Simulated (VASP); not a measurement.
# Ru: single point with PBEsol

The system is Ru.

```
Ru
1.0
     2.70354    0.00000    0.00000
    -1.35177    2.34134    0.00000
     0.00000    0.00000    4.34351
Ru
2
Direct
  0.33333 0.66667 0.25000
  0.66667 0.33333 0.75000
```

This cell differs from its parent crystal: volume 13.747 Å^3 an atom, c/a of the conventional cell 1.6066.

```json
{
  "Program": "VASP 6.6.1",
  "Task": "single point",
  "Functional": "PBEsol",
  "Potentials or basis": "VASP PAW PBE potentials, release 64 (Ru_pv)",
  "Cutoff": "520 eV",
  "k mesh": "21 × 21 × 12",
  "Occupations": "gaussian, width 0.15 eV",
  "Spin": "no spin polarisation"
}
```

| Property | Result |
| --- | --- |
| Pressure | -10.3 GPa |
| Band gap on the k mesh | zero (band 14 reaches 14.05 eV, above the bottom of band 15 at 11.00 eV) |

Stress tensor (GPa, compression positive):
```
 -7.53   0.00   0.00
  0.00  -7.53   0.00
  0.00   0.00 -15.89
```

Levels at points of the mesh, in eV from the Fermi level:
```
           k point  band 12  band 13  band 14  band 15  band 16  band 17
(0.00, 0.00, 0.00)    -1.91    -1.91    -1.26    -1.26     1.04     1.17
(0.00, 0.00, 0.50)    -2.68    -2.68    -2.68     0.52     0.52     0.52
```

It took 87 s on 1 thread of Intel(R) Xeon(R) Platinum 8375C CPU @ 2.90GHz (Ice Lake), on a shared host, peak memory 0.26 GiB.

Caveat: the PAW data sets were made with another functional, which shifts forces and pressure a little.
